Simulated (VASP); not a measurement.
# W: single point with PBE

The system is W.

```
CELL_PARAMETERS angstrom
5.76107 0.00000 0.00000
0.00000 8.14738 0.00000
-0.96018 -1.35790 2.13581
ATOMIC_POSITIONS crystal
W 0.00000 0.00000 0.00000
W 0.50000 0.00000 0.00000
W 0.33333 0.33333 0.00000
W 0.16667 0.66667 0.00000
W 0.83333 0.33333 0.00000
W 0.66667 0.66667 0.00000
```

```yaml
Program: VASP 6.6.1
Task: single point
Functional: PBE
Potentials_or_basis: VASP PAW PBE potentials, release 64 (W_sv)
Cutoff: 520 eV
k_mesh: 6 × 5 × 16
Occupations: gaussian, width 0.1 eV
Spin: no spin polarisation
Dipole_correction: no
Further_INCAR_settings: ALGO = Fast; EDIFF = 1e-06; NBANDS = 51
```

```yaml
Pressure: -7.7 GPa
Band_gap_on_the_k_mesh: zero (bands 42 and 43 overlap by 2.33 eV)
```

Stress tensor (GPa, compression positive):
```
-14.95   0.23   0.08
  0.23 -15.70   0.06
  0.08   0.06   7.59
```

Levels at points of the mesh, in eV from the Fermi level:
```csv
k point,band 39,band 40,band 41,band 42,band 43,band 44,band 45,band 46
"(0.00, 0.00, 0.00)",-1.39,-1.39,-1.05,-0.53,-0.01,1.64,1.64,1.76
"(0.50, 0.00, 0.00)",-2.17,-2.17,-1.97,-1.97,1.03,1.03,1.48,1.48
"(0.00, 0.00, 0.50)",-1.65,-1.65,0.21,0.21,1.29,1.29,1.57,1.97
"(0.50, 0.00, 0.50)",-1.67,-1.67,-0.76,-0.76,1.20,1.20,1.66,1.66
```

Wall time 30 min on 1 thread of Oxide Virtual Turin-like Processor (shared host), peak memory 0.81 GiB.

Caveat: the stress differs along the axes, from -16 to 8 GPa; spin-orbit coupling is left out, which moves the levels of the heavy elements.
